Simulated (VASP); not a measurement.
# NiO2 (P6_3/mmc) in VASP: notebook, part 2 of 2

VASP 6.6.1. Earlier steps stand in the parts before.

**3. Single point, r2SCAN**

This run uses another cell than the first one, of the same volume but with other edges.

Contents of POSCAR:

```
NiO2
1.0
    2.9876108749      0.0000000000      0.0000000000
   -1.4938054374      2.5873469143      0.0000000000
    0.0000000000      0.0000000000      8.8504433087
Ni O
2 4
Direct
    0.0000000000      0.0000000000      0.0000000000
    0.0000000000      0.0000000000      0.5000000000
    0.6666666667      0.3333333333      0.0915931262
    0.6666666667      0.3333333333      0.4084068738
    0.3333333333      0.6666666667      0.9084068738
    0.3333333333      0.6666666667      0.5915931262
```

Contents of INCAR.step1:

```
SYSTEM = NiO2
PREC     = Accurate       ! precision mode
ENCUT    = 520            ! plane-wave cutoff, eV
ISMEAR   = 0              ! smearing method
SIGMA    = 0.05           ! smearing width, eV
LREAL    = .False.        ! projectors in reciprocal space
LASPH    = .True.         ! aspherical terms in the spheres
NELM     = 80             ! most SCF steps
NBANDS   = 31             ! bands
GGA      = PE             ! functional
ALGO     = Normal         ! electronic algorithm
EDIFF    = 1E-4           ! SCF threshold, eV
LWAVE    = .True.         ! write WAVECAR
LCHARG   = .False.        ! write CHGCAR
```

Contents of INCAR.step2:

```
SYSTEM = NiO2
PREC     = Accurate       ! precision mode
ENCUT    = 520            ! plane-wave cutoff, eV
EDIFF    = 1E-6           ! SCF threshold, eV
ISMEAR   = 0              ! smearing method
SIGMA    = 0.05           ! smearing width, eV
LREAL    = .False.        ! projectors in reciprocal space
LASPH    = .True.         ! aspherical terms in the spheres
NELM     = 80             ! most SCF steps
ALGO     = Normal         ! electronic algorithm
ISIF     = 2              ! what is computed and relaxed
LWAVE    = .False.        ! write WAVECAR
LCHARG   = .False.        ! write CHGCAR
METAGGA  = R2SCAN         ! meta-GGA
LMIXTAU  = .True.       
NBANDS   = 31             ! bands
ISTART   = 1
```

Contents of KPOINTS:

```
Automatic mesh
0
Gamma
  12 12 4
  0 0 0
```

Potentials or basis: VASP PAW PBE potentials, release 64 (Ni, O).

Started as:

```bash
> cat potpaw_PBE.64/Ni/POTCAR potpaw_PBE.64/O/POTCAR > POTCAR
> cp INCAR.step1 INCAR
> mpirun -np 1 vasp_std > vasp.out
> cp INCAR.step2 INCAR
> mpirun -np 1 vasp_std > vasp.out
```

OUTCAR:

```text
SYSTEM = NiO2
   PREC = Accurate
   ENCUT = 520
   EDIFF = 1E-6
   ISMEAR = 0
   LREAL = .False.
   LASPH = .True.
   NELM = 80
   ISIF = 2
   METAGGA = R2SCAN
   ISTART = 1

 ion  position               nearest neighbor table
   1  0.000  0.000  0.000-   3 1.91   5 1.91   5 1.91   3 1.91   3 1.91   5 1.91
   2  0.000  0.000  0.500-   4 1.91   6 1.91   6 1.91   4 1.91   4 1.91   6 1.91
   3  0.667  0.333  0.092-   1 1.91   1 1.91   1 1.91
   4  0.667  0.333  0.408-   2 1.91   2 1.91   2 1.91
   5  0.333  0.667  0.908-   1 1.91   1 1.91   1 1.91
   6  0.333  0.667  0.592-   2 1.91   2 1.91   2 1.91

  LATTYP: Found a hexagonal cell.
 ALAT       =     2.9876108749
 C/A-ratio  =     2.9623815414

  Lattice vectors:

 A1 = (   2.9876108749,   0.0000000000,   0.0000000000)
 A2 = (  -1.4938054374,   2.5873469143,   0.0000000000)
 A3 = (   0.0000000000,   0.0000000000,   8.8504433087)

Analysis of symmetry for initial positions (statically):
=====================================================================
 Subroutine PRICEL returns:
 Original cell was already a primitive cell.

 Routine SETGRP: Setting up the symmetry group for a
 hexagonal supercell.

 Subroutine GETGRP returns: Found 24 space group operations
 (whereof 12 operations were pure point group operations)
 out of a pool of 24 trial point group operations.

The static configuration has the point symmetry D_3d.
 The point group associated with its full space group is D_6h.

Analysis of symmetry for dynamics (positions and initial velocities):
=====================================================================
 Subroutine PRICEL returns:
 Original cell was already a primitive cell.

 Routine SETGRP: Setting up the symmetry group for a
 hexagonal supercell.

 Subroutine GETGRP returns: Found 24 space group operations
 (whereof 12 operations were pure point group operations)
 out of a pool of 24 trial point group operations.

The dynamic configuration has the point symmetry D_3d.
[... 125 lines left out ...]
   IALGO  =     38    algorithm
   IMIX   =      4    mixing-type and parameters
     AMIX     =   0.40;   BMIX     =  1.00
     AMIX_MAG =   1.60;   BMIX_MAG =  1.00
  volume/ion in A,a.u.               =      11.40        76.95
  Fermi-wavevector in a.u.,A,eV,Ry     =   1.413116  2.670402 27.169431  1.996897
  Thomas-Fermi vector in A             =   2.534795
   LORBIT       =      0    0 simple, 1 ext, 2 COOP (PROOUT), +10 PAW based schemes
   METAGGA = R2SCAN    functional components
   LHFCALC =     F    Hartree Fock is set to
   AEXX    =    0.0000 exact exchange contribution
   IVDW    =     0    specifies the selected vdW correction
   LEPSILON=     F    determine dielectric tensor
   LRPA    =     F    only Hartree local field effects (RPA)
 non-spin polarized calculation
 Gauss-broadening in eV      SIGMA  =   0.05
  energy-cutoff  :      520.00
  volume of cell :       68.41
 maximum number of plane-waves:      1869
 NGX is ok and might be reduce to    24

 number of electron      44.0000020 magnetization

 Free energy of the ion-electron system (eV)
  ---------------------------------------------------
  ext. energy  EPLUGINS =         0.00000000
  ---------------------------------------------------
  free energy    TOTEN  =       -51.96997098 eV

  energy without entropy =      -51.96997098  energy(sigma->0) =      -51.96997098

 E-fermi :   1.9798     XC(G=0): -10.9667

 val. band max:        1.7378446493   @ k =   0.1667   0.1667   0.0000
 cond. band min:       2.3728835748   @ k =   0.3333  -0.0000   0.0000
 fundamental gap:      0.6350389255
 Fermi energy:         1.9797791493

 k-point     1 :       0.0000    0.0000    0.0000
  band No.  band energies     occupation
      1     -18.7455      2.00000
      2     -18.6306      2.00000
      3     -16.0776      2.00000
      4     -15.8688      2.00000
      5      -4.1483      2.00000
      6      -4.1483      2.00000
[... 805 lines left out ...]
     30      15.1605      0.00000
     31      15.8144      0.00000

 [... further k-points ...]
[... 5 lines left out ...]
  --------------------------------------------------------------------------------------
  -------------------------------------------------------------------------------------
  Total       -8.6158212     -8.6158212      3.1606437     -0.0000000      0.0000000      0.0000000
  in kB     -201.7732280   -201.7732280     74.0188620     -0.0000000      0.0000000      0.0000000
  external PRESSURE =    -109.8425313 kB  Pullay stress =       0.0000000 kB

 VOLUME and BASIS-vectors are now :
 -----------------------------------------------------------------------------
  energy-cutoff  :      520.00
  volume of cell :       68.41
      direct lattice vectors                 reciprocal lattice vectors
     2.987610875  0.000000000  0.000000000     0.334715611  0.193248148  0.000000000
    -1.493805437  2.587346914  0.000000000     0.000000000  0.386496296  0.000000000
     0.000000000  0.000000000  8.850443309     0.000000000  0.000000000  0.112988691

 POSITION                                       TOTAL-FORCE (eV/Angst)
 -----------------------------------------------------------------------------------
      0.00000      0.00000      0.00000         0.000000     -0.000000     -0.000000
      0.00000      0.00000      4.42522         0.000000     -0.000000     -0.000000
      1.49381      0.86245      0.81064         0.000000     -0.000000      0.687884
      1.49381      0.86245      3.61458         0.000000     -0.000000     -0.687884
     -0.00000      1.72490      8.03980        -0.000000      0.000000     -0.687884
     -0.00000      1.72490      5.23586        -0.000000      0.000000      0.687884
 -----------------------------------------------------------------------------------
    total drift:                                0.000000     -0.000000      0.000000

  FREE ENERGIE OF THE ION-ELECTRON SYSTEM (eV)
  ---------------------------------------------------
  free  energy   TOTEN  =       -51.9699709795 eV

  energy  without entropy=      -51.9699709795  energy(sigma->0) =      -51.96997098
```

OUTCAR.step1:

```text
SYSTEM = NiO2
   PREC = Accurate
   ENCUT = 520
   ISMEAR = 0
   LREAL = .False.
   LASPH = .True.
   NELM = 80
[... 1055 lines left out ...]
      1.49381      0.86245      3.61458         0.000000      0.000000     -0.846684
     -0.00000      1.72490      8.03980        -0.000000      0.000000     -0.846684
     -0.00000      1.72490      5.23586         0.000000     -0.000000      0.846684
 -----------------------------------------------------------------------------------
    total drift:                                0.000000     -0.000000      0.000000

  FREE ENERGIE OF THE ION-ELECTRON SYSTEM (eV)
  ---------------------------------------------------
  free  energy   TOTEN  =       -34.3045648515 eV

  energy  without entropy=      -34.3045648515  energy(sigma->0) =      -34.30456485
```

OSZICAR.step1:

```text
N       E                     dE             d eps       ncg     rms          rms(c)
DAV:   1     0.446251908281E+03    0.44625E+03   -0.21230E+04  3534   0.165E+03
DAV:   2     0.587630266489E+01   -0.44038E+03   -0.39638E+03  3935   0.406E+02
DAV:   3    -0.495017005734E+02   -0.55378E+02   -0.53831E+02  4052   0.165E+02
DAV:   4    -0.509003927358E+02   -0.13987E+01   -0.13954E+01  4115   0.283E+01
DAV:   5    -0.509363342100E+02   -0.35941E-01   -0.35937E-01  4777   0.430E+00    0.379E+01
DAV:   6    -0.683974344767E+02   -0.17461E+02   -0.12673E+02  5265   0.200E+02    0.732E+01
DAV:   7    -0.382740623742E+02    0.30123E+02   -0.32088E+01  4405   0.104E+02    0.240E+01
DAV:   8    -0.351293321078E+02    0.31447E+01   -0.23072E+01  4796   0.983E+01    0.113E+01
DAV:   9    -0.344676601929E+02    0.66167E+00   -0.59626E+00  5130   0.448E+01    0.426E+00
DAV:  10    -0.344865126745E+02   -0.18852E-01   -0.83709E-01  3793   0.637E+00    0.406E+00
DAV:  11    -0.343087940110E+02    0.17772E+00   -0.32057E-01  4082   0.128E+01    0.843E-01
DAV:  12    -0.343077267387E+02    0.10673E-02   -0.33080E-02  4073   0.120E+00    0.712E-01
DAV:  13    -0.343054874416E+02    0.22393E-02   -0.31612E-03  4373   0.105E+00    0.425E-01
DAV:  14    -0.343047312288E+02    0.75621E-03   -0.90301E-04  4410   0.566E-01    0.155E-01
DAV:  15    -0.343045563894E+02    0.17484E-03   -0.37135E-04  3216   0.346E-01    0.502E-02
DAV:  16    -0.343045648515E+02   -0.84621E-05   -0.16740E-04  2537   0.980E-02
   1 F= -.34304565E+02 E0= -.34304565E+02  d E =-.901362E-13
```

Wall time 4.2 min (1 thread of Intel Xeon 6975P-C (Granite Rapids), shared host); peak memory 0.25 GiB.

What came out:

| Quantity | Value |
| --- | --- |
| Free energy | -51.9700 eV |
| Pressure | -11.0 GPa |
| Largest force | 0.688 eV/Å |
| Band gap on the k mesh | 0.64 eV (least direct gap 0.80 eV) |

Forces on the atoms (eV/Å):
```
Ni   0.000  0.000  0.000
Ni   0.000  0.000  0.000
O    0.000  0.000  0.688
O    0.000  0.000 -0.688
O    0.000  0.000 -0.688
O    0.000  0.000  0.688
```

Levels at points of the mesh, in eV from the valence-band top:
```tsv
k point	band 19	band 20	band 21	band 22	band 23	band 24	band 25	band 26
(0.00, 0.00, 0.00)	-1.32	-0.69	-0.53	-0.17	2.06	2.06	2.12	2.12
(0.50, 0.00, 0.00)	-1.73	-1.30	-1.12	-0.94	0.85	1.30	2.08	2.17
(0.00, 0.00, 0.50)	-1.37	-1.37	-0.26	-0.26	2.09	2.09	2.09	2.09
(0.50, 0.00, 0.50)	-1.48	-1.48	-1.08	-1.08	1.09	1.09	2.12	2.12
```

Caveat: the stress differs along the axes, from -20 to 7 GPa; semilocal functionals underestimate gaps, and a narrow one can read as zero; the PAW data sets were made with another functional, which shifts forces and pressure a little; the run has no spin polarisation, though such a crystal can be magnetic.

**4. Single point, r2SCAN**

This run uses another cell than the first one, of the same volume but with other edges.

POSCAR, as its differences from that of step 3:

```diff
@@ -2,5 +2,5 @@
 1.0
-    2.9876108749      0.0000000000      0.0000000000
-   -1.4938054374      2.5873469143      0.0000000000
-    0.0000000000      0.0000000000      8.8504433087
+    2.5412042705      0.0000000000      0.0000000000
+   -1.2706021352      2.2007474544      0.0000000000
+    0.0000000000      0.0000000000     12.2330270137
 Ni O
```

Contents of INCAR.step1:

```
PREC = Accurate ; ENCUT = 520
ISMEAR = 0 ; SIGMA = 0.05
LREAL = False ; LASPH = True
NELM = 80 ; NBANDS = 31
GGA = PE ; ALGO = Normal
EDIFF = 1E-4 ; LWAVE = True
LCHARG = False
```

Contents of INCAR.step2:

```
PREC = Accurate ; ENCUT = 520
EDIFF = 1E-7 ; ISMEAR = 0
SIGMA = 0.05 ; LREAL = False
LASPH = True ; NELM = 80
ALGO = Normal ; ISIF = 2
LWAVE = False ; LCHARG = False
METAGGA = R2SCAN ; LMIXTAU = True
NBANDS = 31 ; ISTART = 1
```

Contents of KPOINTS:

```
Automatic mesh
0
Gamma
  12 12 4
```

Potentials or basis: VASP PAW PBE potentials, release 64 (Ni, O).

Started as:

```bash
> cat potpaw_PBE.64/Ni/POTCAR potpaw_PBE.64/O/POTCAR > POTCAR
> cp INCAR.step1 INCAR
> mpirun -np 1 vasp_std > vasp.out
> cp INCAR.step2 INCAR
> mpirun -np 1 vasp_std > vasp.out
```

OUTCAR:

```text
PREC = Accurate
   ENCUT = 520
   EDIFF = 1E-7
   ISMEAR = 0
   LREAL = False
   LASPH = True
   NELM = 80
   ISIF = 2
   METAGGA = R2SCAN
   ISTART = 1

 ion  position               nearest neighbor table
   1  0.000  0.000  0.000-   3 1.85   5 1.85   5 1.85   3 1.85   3 1.85   5 1.85
   2  0.000  0.000  0.500-   4 1.85   6 1.85   6 1.85   4 1.85   4 1.85   6 1.85
   3  0.667  0.333  0.092-   1 1.85   1 1.85   1 1.85
   4  0.667  0.333  0.408-   2 1.85   2 1.85   2 1.85
   5  0.333  0.667  0.908-   1 1.85   1 1.85   1 1.85
   6  0.333  0.667  0.592-   2 1.85   2 1.85   2 1.85
[... 1026 lines left out ...]
  -------------------------------------------------------------------------------------
  Total       13.1622258     13.1622258     -6.2999737      0.0000000      0.0000000      0.0000000
  in kB      308.2451121    308.2451121   -147.5385804      0.0000000      0.0000000      0.0000000
  external PRESSURE =     156.3172146 kB  Pullay stress =       0.0000000 kB

 VOLUME and BASIS-vectors are now :
 -----------------------------------------------------------------------------
  energy-cutoff  :      520.00
  volume of cell :       68.41
      direct lattice vectors                 reciprocal lattice vectors
     2.541204271  0.000000000  0.000000000     0.393514214  0.227195537  0.000000000
    -1.270602135  2.200747454  0.000000000     0.000000000  0.454391074  0.000000000
     0.000000000  0.000000000 12.233027014     0.000000000  0.000000000  0.081745916

 POSITION                                       TOTAL-FORCE (eV/Angst)
 -----------------------------------------------------------------------------------
      0.00000      0.00000      0.00000        -0.000000     -0.000000      0.000000
      0.00000      0.00000      6.11651        -0.000000     -0.000000      0.000000
      1.27060      0.73358      1.12046         0.000000      0.000000     -1.361653
      1.27060      0.73358      4.99605        -0.000000      0.000000      1.361653
     -0.00000      1.46716     11.11257        -0.000000      0.000000      1.361653
     -0.00000      1.46716      7.23697         0.000000     -0.000000     -1.361653
 -----------------------------------------------------------------------------------
    total drift:                               -0.000000      0.000000      0.000000

  FREE ENERGIE OF THE ION-ELECTRON SYSTEM (eV)
  ---------------------------------------------------
  free  energy   TOTEN  =       -51.2112535695 eV

  energy  without entropy=      -51.2112535695  energy(sigma->0) =      -51.21125357
```

OUTCAR.step1:

```text
PREC = Accurate
   ENCUT = 520
   ISMEAR = 0
   LREAL = False
   LASPH = True
[... 1055 lines left out ...]
      1.27060      0.73358      1.12046         0.000000     -0.000000     -0.659784
      1.27060      0.73358      4.99605         0.000000     -0.000000      0.659784
     -0.00000      1.46716     11.11257        -0.000000      0.000000      0.659784
     -0.00000      1.46716      7.23697        -0.000000      0.000000     -0.659784
 -----------------------------------------------------------------------------------
    total drift:                               -0.000000      0.000000     -0.000000

  FREE ENERGIE OF THE ION-ELECTRON SYSTEM (eV)
  ---------------------------------------------------
  free  energy   TOTEN  =       -33.0926017892 eV

  energy  without entropy=      -33.0926017892  energy(sigma->0) =      -33.09260179
```

OSZICAR.step1:

```text
N       E                     dE             d eps       ncg     rms          rms(c)
DAV:   1     0.464077170230E+03    0.46408E+03   -0.21427E+04  3542   0.167E+03
DAV:   2     0.109997776495E+02   -0.45308E+03   -0.40673E+03  3927   0.414E+02
DAV:   3    -0.465178270493E+02   -0.57518E+02   -0.55986E+02  4234   0.170E+02
DAV:   4    -0.479633868675E+02   -0.14456E+01   -0.14430E+01  4102   0.289E+01
DAV:   5    -0.479967456101E+02   -0.33359E-01   -0.33355E-01  4804   0.423E+00    0.422E+01
DAV:   6    -0.597452563011E+02   -0.11749E+02   -0.10836E+02  5471   0.212E+02    0.689E+01
DAV:   7    -0.365575577179E+02    0.23188E+02   -0.26806E+01  4575   0.102E+02    0.228E+01
DAV:   8    -0.332683187238E+02    0.32892E+01   -0.14331E+01  5231   0.916E+01    0.108E+01
DAV:   9    -0.334372922641E+02   -0.16897E+00   -0.56277E+00  5339   0.465E+01    0.524E+00
DAV:  10    -0.331224476523E+02    0.31484E+00   -0.91308E-01  4866   0.206E+01    0.162E+00
DAV:  11    -0.331070326848E+02    0.15415E-01   -0.10430E-01  4326   0.228E+00    0.102E+00
DAV:  12    -0.330928388015E+02    0.14194E-01   -0.43678E-02  5110   0.226E+00    0.251E-01
DAV:  13    -0.330926279510E+02    0.21085E-03   -0.20391E-03  5445   0.833E-01    0.172E-01
DAV:  14    -0.330926017892E+02    0.26162E-04   -0.51111E-04  3979   0.359E-01
   1 F= -.33092602E+02 E0= -.33092602E+02  d E =-.314124E-21
```

Run time: 4.9 min. Hardware: 1 thread of Intel Xeon 6975P-C (Granite Rapids), shared host; peak memory 0.25 GiB.

Results:

```yaml
Free_energy: -51.2113 eV
Pressure: 15.6 GPa
Largest_force: 1.362 eV/Å
Band_gap_on_the_k_mesh: 1.68 eV (least direct gap 1.82 eV)
```

Forces on the atoms (eV/Å):
```
Ni   0.000  0.000  0.000
Ni   0.000  0.000  0.000
O    0.000  0.000 -1.362
O    0.000  0.000  1.362
O    0.000  0.000  1.362
O    0.000  0.000 -1.362
```

Stress tensor (GPa, compression positive):
```
 30.82   0.00   0.00
  0.00  30.82   0.00
  0.00   0.00 -14.75
```

Caveat: the stress differs along the axes, from -15 to 31 GPa; the PAW data sets were made with another functional, which shifts forces and pressure a little; the run has no spin polarisation, though such a crystal can be magnetic.

**5. Overview**

```tsv
cell	gap on the mesh (eV)	pressure (GPa)	largest force (eV/Å)
a = 2.729, b = 2.729, c = 10.610 Å, angles 90.0, 90.0, 120.0°, 6 atoms	1.68	4.2	0.10
a = 2.988, b = 2.988, c = 8.850 Å, angles 90.0, 90.0, 120.0°, 6 atoms	0.64	-11.0	0.69
a = 2.541, b = 2.541, c = 12.233 Å, angles 90.0, 90.0, 120.0°, 6 atoms	1.68	15.6	1.36
```

Alike in all rows: task single point; level r2SCAN; potentials or basis VASP PAW PBE potentials, release 64 (Ni, O); no spin polarisation; k mesh 12 × 12 × 4; cutoff (eV) 520; smearing gaussian 0.05 eV.

Caveats: the PAW data sets were made with another functional, which shifts forces and pressure a little; the run has no spin polarisation, though such a crystal can be magnetic; the stress differs along the axes, from -1 to 7 GPa (at least some runs); the stress differs along the axes, from -20 to 7 GPa (at least some runs); semilocal functionals underestimate gaps, and a narrow one can read as zero (at least some runs); the stress differs along the axes, from -15 to 31 GPa (at least some runs).

Absolute energies hang on the potentials; compare differences alone.
